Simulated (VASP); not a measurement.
# LiNbO3 (Pm-3m) in VASP: further runs

LiNbO3 is run at these levels: PBE, r2SCAN; tasks: single point.

Everything below comes from runs of VASP 6.6.1. Logs are shortened: lines on timing, memory, paths and dates and some standing lists are left out, and cuts for length are marked.

## Step 1: The cell of the first run

The structure is cubic, space group Pm-3m (No. 221). The conventional cell has a = 3.933 Å, b = 3.933 Å, c = 3.933 Å, α = 90.00°, β = 90.00°, γ = 90.00°. Within 3.7 Å of Li (site symmetry m-3m) lie 12 O at 2.78 Å and 8 Nb at 3.41 Å. Within 2.6 Å of Nb (site symmetry m-3m) lie 6 O at 1.97 Å. Within 2.6 Å of O (site symmetry 4/mmm) lie 2 Nb at 1.97 Å.

## Step 2: Single point, PBE

INCAR

```
PREC     = Accurate       # precision mode
ENCUT    = 520            # plane-wave cutoff, eV
EDIFF    = 1E-6           # SCF threshold, eV
ISMEAR   = 0              # smearing method
SIGMA    = 0.01           # smearing width, eV
LREAL    = False          # projectors in reciprocal space
LASPH    = True           # aspherical terms in the spheres
NELM     = 60             # most SCF steps
ALGO     = Normal         # electronic algorithm
ISIF     = 2              # what is computed and relaxed
LWAVE    = False          # write WAVECAR
LCHARG   = False          # write CHGCAR
GGA      = PE             # functional
NBANDS   = 25             # bands
```

KPOINTS

```
Automatic mesh
0
Gamma
  6 6 6
```

POSCAR

```
LiNbO3
1.0
    3.9331683584      0.0000000000      0.0000000000
    0.0000000000      3.9331683584      0.0000000000
    0.0000000000      0.0000000000      3.9331683584
Li Nb O
1 1 3
Direct
    0.0000000000      0.0000000000      0.0000000000
    0.5000000000      0.5000000000      0.5000000000
    0.5000000000      0.5000000000      0.0000000000
    0.5000000000      0.0000000000      0.5000000000
    0.0000000000      0.5000000000      0.5000000000
```

Potentials or basis: VASP PAW PBE potentials, release 64 (Li_sv, Nb_sv, O).

Started as:

```
cat potpaw_PBE.64/Li_sv/POTCAR potpaw_PBE.64/Nb_sv/POTCAR potpaw_PBE.64/O/POTCAR > POTCAR
mpirun -np 1 vasp_std > vasp.out
```

OUTCAR:

```text
PREC = Accurate
   ENCUT = 520
   EDIFF = 1E-6
   ISMEAR = 0
   LREAL = False
   LASPH = True
   NELM = 60
   ISIF = 2
   GGA = PE

 ion  position               nearest neighbor table
   1  0.000  0.000  0.000-
   2  0.500  0.500  0.500-   3 1.97   4 1.97   5 1.97   3 1.97   4 1.97   5 1.97
   3  0.500  0.500  0.000-   2 1.97   2 1.97
   4  0.500  0.000  0.500-   2 1.97   2 1.97
   5  0.000  0.500  0.500-   2 1.97   2 1.97

  LATTYP: Found a simple cubic cell.
 ALAT       =     3.9331683584

  Lattice vectors:

 A1 = (   3.9331683584,   0.0000000000,   0.0000000000)
 A2 = (   0.0000000000,   3.9331683584,   0.0000000000)
 A3 = (   0.0000000000,   0.0000000000,   3.9331683584)

Analysis of symmetry for initial positions (statically):
=====================================================================
 Subroutine PRICEL returns:
 Original cell was already a primitive cell.

 Routine SETGRP: Setting up the symmetry group for a
 simple cubic supercell.

 Subroutine GETGRP returns: Found 48 space group operations
 (whereof 48 operations were pure point group operations)
 out of a pool of 48 trial point group operations.

The static configuration has the point symmetry O_h .

Analysis of symmetry for dynamics (positions and initial velocities):
=====================================================================
 Subroutine PRICEL returns:
 Original cell was already a primitive cell.

 Routine SETGRP: Setting up the symmetry group for a
 simple cubic supercell.

 Subroutine GETGRP returns: Found 48 space group operations
 (whereof 48 operations were pure point group operations)
 out of a pool of 48 trial point group operations.

The dynamic configuration has the point symmetry O_h .

 Subroutine INISYM returns: Found 48 space group operations
 (whereof 48 operations are pure point group operations),
 and found     1 'primitive' translations

----------------------------------------------------------------------------------------

                                     Primitive cell

  volume of cell :      60.8454

  direct lattice vectors                    reciprocal lattice vectors
     3.933168358  0.000000000  0.000000000     0.254247952  0.000000000  0.000000000
     0.000000000  3.933168358  0.000000000     0.000000000  0.254247952  0.000000000
     0.000000000  0.000000000  3.933168358     0.000000000  0.000000000  0.254247952

  length of vectors
     3.933168358  3.933168358  3.933168358     0.254247952  0.254247952  0.254247952

  position of ions in fractional coordinates (direct lattice)
     0.000000000  0.000000000  0.000000000
     0.500000000  0.500000000  0.500000000
     0.500000000  0.500000000  0.000000000
     0.500000000  0.000000000  0.500000000
     0.000000000  0.500000000  0.500000000

  ion indices of the primitive-cell ions
   primitive index   ion index
                 1           1
                 2           2
                 3           3
                 4           4
                 5           5

----------------------------------------------------------------------------------------

 KPOINTS: Automatic mesh

Automatic generation of k-mesh.
 Grid dimensions read from file:
 generate k-points for:    6    6    6

 Generating k-lattice:

  Cartesian coordinates                     Fractional coordinates (reciprocal lattice)
     0.042374659  0.000000000  0.000000000     0.166666667  0.000000000  0.000000000
     0.000000000  0.042374659  0.000000000     0.000000000  0.166666667  0.000000000
     0.000000000  0.000000000  0.042374659     0.000000000  0.000000000  0.166666667

  Length of vectors
     0.042374659  0.042374659  0.042374659

  Shift w.r.t. Gamma in fractional coordinates (k-lattice)
     0.000000000  0.000000000  0.000000000

 Subroutine IBZKPT returns following result:
 ===========================================

 Found     20 irreducible k-points:

 Following reciprocal coordinates:
            Coordinates               Weight
  0.000000  0.000000  0.000000      1.000000
  0.166667  0.000000  0.000000      6.000000
  0.333333  0.000000  0.000000      6.000000
  0.500000  0.000000  0.000000      3.000000
  0.166667  0.166667  0.000000     12.000000
  0.333333  0.166667  0.000000     24.000000
[... 12 lines left out ...]
  0.500000  0.500000  0.333333      6.000000
  0.500000  0.500000  0.500000      1.000000
   k-points           NKPTS =     20   k-points in BZ     NKDIM =     20   number of bands    NBANDS=     25
   number of dos      NEDOS =    301   number of ions     NIONS =      5
   total plane-waves  NPLWV =  27000
   dimension x,y,z NGX =    30 NGY =   30 NGZ =   30
   dimension x,y,z NGXF=    60 NGYF=   60 NGZF=   60
   ions per type =               1   1   3
   NGX,Y,Z   is equivalent  to a cutoff of  12.68, 12.68, 12.68 a.u.
   NGXF,Y,Z  is equivalent  to a cutoff of  25.36, 25.36, 25.36 a.u.
 SYSTEM =  unknown system
   PREC   = accura    normal or accurate (medium, high low for compatibility)
   ISTART =      0    job   : 0-new  1-cont  2-samecut
   ICHARG =      2    charge: 1-file 2-atom 10-const
   ISPIN  =      1    spin polarized calculation?
   LNONCOLLINEAR =      F non collinear calculations
   LSORBIT =      F    spin-orbit coupling
   LASPH  =      T    aspherical Exc in radial PAW
   ENCUT  =  520.0 eV  38.22 Ry    6.18 a.u.   7.31  7.31  7.31*2*pi/ulx,y,z
   NELM   =     60;   NELMIN=  2; NELMDL= -5     # of ELM steps
   EDIFF  = 0.1E-05   stopping-criterion for ELM
   LREAL  =      F    real-space projection
   EDIFFG = 0.1E-04   stopping-criterion for IOM
   NSW    =      0    number of steps for IOM
   IBRION =     -1    ionic relax: 0-MD 1-quasi-New 2-CG
   NFREE  =      0    steps in history (QN), initial steepest desc. (CG)
   ISIF   =      2    stress and relaxation
   ISYM   =      2    0-nonsym 1-usesym 2-fastsym
   POTIM  = 0.5000    time-step for ionic-motion
   TEBEG  =    0.0;   TEEND  =   0.0 temperature during run
   PSTRESS=    0.0 pullay stress
   NELECT =      34.0000    total number of electrons
   NUPDOWN=      -1.0000    fix difference up-down
   EMIN   =  10.00;   EMAX   =-10.00  energy-range for DOS
   EFERMI =   0.00;   METHOD = LEGACY
   ISMEAR =     0;   SIGMA  =   0.01  broadening in eV -4-tet -1-fermi 0-gaus
   EFERMI_NEDOS =   21; number of points for ismear=-14 and -15
   IALGO  =     38    algorithm
   IMIX   =      4    mixing-type and parameters
     AMIX     =   0.40;   BMIX     =  1.00
     AMIX_MAG =   1.60;   BMIX_MAG =  1.00
  volume/ion in A,a.u.               =      12.17        82.12
  Fermi-wavevector in a.u.,A,eV,Ry     =   1.348420  2.548145 24.738619  1.818237
  Thomas-Fermi vector in A             =   2.476091
   LORBIT       =      0    0 simple, 1 ext, 2 COOP (PROOUT), +10 PAW based schemes
   GGA     = PE    functional components
   LHFCALC =     F    Hartree Fock is set to
   AEXX    =    0.0000 exact exchange contribution
   IVDW    =     0    specifies the selected vdW correction
   LEPSILON=     F    determine dielectric tensor
   LRPA    =     F    only Hartree local field effects (RPA)
 non-spin polarized calculation
 Gauss-broadening in eV      SIGMA  =   0.01
  energy-cutoff  :      520.00
  volume of cell :       60.85
 maximum number of plane-waves:      1662
 NGX is ok and might be reduce to    30
   NGX = 15   NGY = 15   NGZ = 15

 number of electron      33.9999990 magnetization

 Free energy of the ion-electron system (eV)
  ---------------------------------------------------
  ext. energy  EPLUGINS =         0.00000000
  ---------------------------------------------------
  free energy    TOTEN  =       -39.19549881 eV

  energy without entropy =      -39.19549881  energy(sigma->0) =      -39.19549881

 E-fermi :   3.5607     XC(G=0):  -9.9876

 val. band max:        3.3596039863   @ k =   0.5000   0.5000   0.5000
 cond. band min:       5.0762140447   @ k =   0.0000   0.0000   0.0000
 fundamental gap:      1.7166100584
 Fermi energy:         3.5606863817

 k-point     1 :       0.0000    0.0000    0.0000
  band No.  band energies     occupation
      1     -51.4459      2.00000
      2     -42.2302      2.00000
      3     -27.5493      2.00000
      4     -27.5493      2.00000
      5     -27.5493      2.00000
      6     -14.0958      2.00000
[... 17 lines left out ...]
     24      14.5332      0.00000
     25      14.5333      0.00000

 k-point     2 :       0.1667    0.0000    0.0000
  band No.  band energies     occupation
      1     -51.4451      2.00000
      2     -42.2301      2.00000
      3     -27.5927      2.00000
      4     -27.5478      2.00000
      5     -27.5478      2.00000
      6     -14.0026      2.00000
[... 17 lines left out ...]
     24      13.1572      0.00000
     25      14.3830      0.00000

 k-point     3 :       0.3333    0.0000    0.0000
  band No.  band energies     occupation
      1     -51.4435      2.00000
      2     -42.2300      2.00000
      3     -27.6775      2.00000
      4     -27.5449      2.00000
      5     -27.5449      2.00000
      6     -13.9200      2.00000
[... 17 lines left out ...]
     24      12.2328      0.00000
     25      14.1193      0.00000

 k-point     4 :       0.5000    0.0000    0.0000
  band No.  band energies     occupation
      1     -51.4427      2.00000
      2     -42.2299      2.00000
      3     -27.7190      2.00000
      4     -27.5435      2.00000
      5     -27.5435      2.00000
      6     -13.8986      2.00000
[... 17 lines left out ...]
     24      12.6975      0.00000
     25      14.0121      0.00000
[... 365 lines left out ...]
 k-point    18 :       0.5000    0.3333    0.3333
  band No.  band energies     occupation
      1     -51.4381      2.00000
      2     -42.2296      2.00000
      3     -27.7091      2.00000
      4     -27.6666      2.00000
      5     -27.6660      2.00000
      6     -12.8249      2.00000
[... 17 lines left out ...]
     24      13.4221      0.00000
     25      13.6360      0.00000

 k-point    19 :       0.5000    0.5000    0.3333
  band No.  band energies     occupation
      1     -51.4373      2.00000
      2     -42.2295      2.00000
      3     -27.7074      2.00000
      4     -27.7074      2.00000
      5     -27.6647      2.00000
      6     -12.7698      2.00000
[... 17 lines left out ...]
     24      13.3187      0.00000
     25      14.0149      0.00000

 k-point    20 :       0.5000    0.5000    0.5000
  band No.  band energies     occupation
      1     -51.4365      2.00000
      2     -42.2295      2.00000
      3     -27.7058      2.00000
      4     -27.7058      2.00000
      5     -27.7058      2.00000
      6     -12.4064      2.00000
[... 17 lines left out ...]
     24      13.3856      0.00000
     25      15.0474      0.00000

------------------------ aborting loop because EDIFF is reached ----------------------------------------

  FORCE on cell =-STRESS in cart. coord.  units (eV):
  Direction    XX          YY          ZZ          XY          YZ          ZX
  --------------------------------------------------------------------------------------
  -------------------------------------------------------------------------------------
  Total        1.1062054      1.1062054      1.1062054     -0.0000000      0.0000000     -0.0000000
  in kB       29.1285424     29.1285424     29.1285424     -0.0000000      0.0000000     -0.0000000
  external PRESSURE =      29.1285424 kB  Pullay stress =       0.0000000 kB

 VOLUME and BASIS-vectors are now :
 -----------------------------------------------------------------------------
  energy-cutoff  :      520.00
  volume of cell :       60.85
      direct lattice vectors                 reciprocal lattice vectors
     3.933168358  0.000000000  0.000000000     0.254247952  0.000000000  0.000000000
     0.000000000  3.933168358  0.000000000     0.000000000  0.254247952  0.000000000
     0.000000000  0.000000000  3.933168358     0.000000000  0.000000000  0.254247952

 POSITION                                       TOTAL-FORCE (eV/Angst)
 -----------------------------------------------------------------------------------
      0.00000      0.00000      0.00000         0.000000      0.000000      0.000000
      1.96658      1.96658      1.96658         0.000000      0.000000      0.000000
      1.96658      1.96658      0.00000         0.000000      0.000000      0.000000
      1.96658      0.00000      1.96658         0.000000      0.000000      0.000000
      0.00000      1.96658      1.96658         0.000000      0.000000      0.000000
 -----------------------------------------------------------------------------------
    total drift:                                0.000000      0.000000     -0.000000

  FREE ENERGIE OF THE ION-ELECTRON SYSTEM (eV)
  ---------------------------------------------------
  free  energy   TOTEN  =       -39.1954988059 eV

  energy  without entropy=      -39.1954988059  energy(sigma->0) =      -39.19549881
```

Wall time 26 s (1 thread of Intel Xeon Platinum 8259CL at 2.50GHz (Skylake/Cascade Lake), shared host); peak memory 0.18 GiB.

What came out:

```
Free energy            : -39.1955 eV
Band gap on the k mesh : 1.72 eV, indirect (least direct gap 2.51 eV)
```

Caveat: the cutoff is under 1.25 times the usual one of these potentials, so pressure, stress and relaxed cells hold a basis-set (Pulay) error.

## Step 3: Single point, PBE

INCAR

```
SYSTEM = LiNbO3
  PREC = Accurate
  ENCUT = 520
  EDIFF = 1E-6
  ISMEAR = 0
  SIGMA = 0.01
  LREAL = .False.
  LASPH = .True.
  NELM = 100
  ALGO = Normal
  ISIF = 2
  LWAVE = .False.
  LCHARG = .False.
  GGA = PE
  NBANDS = 25
```

KPOINTS

```
regular mesh
0
Gamma
  6 6 6
  0 0 0
```

POSCAR is that of step 2.

Potentials or basis: VASP PAW PBE potentials, release 64 (Li_sv, Nb_sv, O).

Started as:

```
cat potpaw_PBE.64/Li_sv/POTCAR potpaw_PBE.64/Nb_sv/POTCAR potpaw_PBE.64/O/POTCAR > POTCAR
mpirun -np 1 vasp_std > vasp.out
```

It took 26 s on 1 thread of Intel Xeon Platinum 8259CL at 2.50GHz (Skylake/Cascade Lake), shared host; peak memory 0.18 GiB.

The run converged. Its results:

| Property | Result |
| --- | --- |
| Free energy | -39.1955 eV |
| Band gap on the k mesh | 1.72 eV, indirect (least direct gap 2.51 eV) |

Levels at points of the mesh, in eV from the valence-band top:
| k point | band 15 | band 16 | band 17 | band 18 | band 19 | band 20 |
| --- | --- | --- | --- | --- | --- | --- |
| (0.00, 0.00, 0.00) | -0.79 | -0.79 | -0.79 | 1.72 | 1.72 | 1.72 |
| (0.50, 0.00, 0.00) | -1.47 | -0.85 | -0.85 | 1.79 | 4.45 | 4.45 |
| (0.50, 0.50, 0.00) | -2.02 | -1.44 | -0.02 | 4.48 | 4.48 | 5.66 |
| (0.50, 0.50, 0.50) | 0.00 | 0.00 | 0.00 | 5.64 | 5.64 | 5.64 |

Caveat: the cutoff is under 1.25 times the usual one of these potentials, so pressure, stress and relaxed cells hold a basis-set (Pulay) error. A k mesh can miss the band edges.

## Step 4: Single point, r2SCAN

POSCAR is that of step 3.

INCAR.step1

```
PREC = Accurate
ENCUT = 520
ISMEAR = 0
SIGMA = 0.01
LREAL = False
LASPH = True
NELM = 80
NBANDS = 25
GGA = PE
ALGO = Normal
EDIFF = 1E-4
LWAVE = True
LCHARG = False
```

INCAR.step2

```
PREC = Accurate
ENCUT = 520
EDIFF = 1E-7
ISMEAR = 0
SIGMA = 0.01
LREAL = False
LASPH = True
NELM = 80
ALGO = Normal
ISIF = 2
LWAVE = False
LCHARG = False
METAGGA = R2SCAN
LMIXTAU = True
NBANDS = 25
ISTART = 1
```

KPOINTS

```
Automatic mesh
0
Gamma
  6 6 6
```

Started as:

```
cat potpaw_PBE.64/Li_sv/POTCAR potpaw_PBE.64/Nb_sv/POTCAR potpaw_PBE.64/O/POTCAR > POTCAR
cp INCAR.step1 INCAR
mpirun -np 1 vasp_std > vasp.out
cp INCAR.step2 INCAR
mpirun -np 1 vasp_std > vasp.out
```

It took 1.9 min on 1 thread of Intel Xeon Platinum 8259CL at 2.50GHz (Skylake/Cascade Lake), shared host; peak memory 0.19 GiB.

It converged, with:

```yaml
Free_energy: -58.3608 eV
Band_gap_on_the_k_mesh: 2.11 eV, indirect (least direct gap 2.95 eV)
```

Levels at points of the mesh, in eV from the valence-band top:
```tsv
k point	band 14	band 15	band 16	band 17	band 18	band 19	band 20	band 21
(0.00, 0.00, 0.00)	-1.16	-0.84	-0.84	-0.84	2.11	2.11	2.11	5.33
(0.50, 0.00, 0.00)	-2.13	-1.51	-0.90	-0.90	2.18	4.84	4.84	6.17
(0.50, 0.50, 0.00)	-2.06	-2.06	-1.50	-0.02	4.87	4.87	6.08	7.73
(0.50, 0.50, 0.50)	-4.62	0.00	0.00	0.00	6.06	6.06	6.06	7.77
```

Caveat: the cutoff is under 1.25 times the usual one of these potentials, so pressure, stress and relaxed cells hold a basis-set (Pulay) error; the PAW data sets were made with another functional, which shifts forces and pressure a little. A k mesh can miss the band edges.
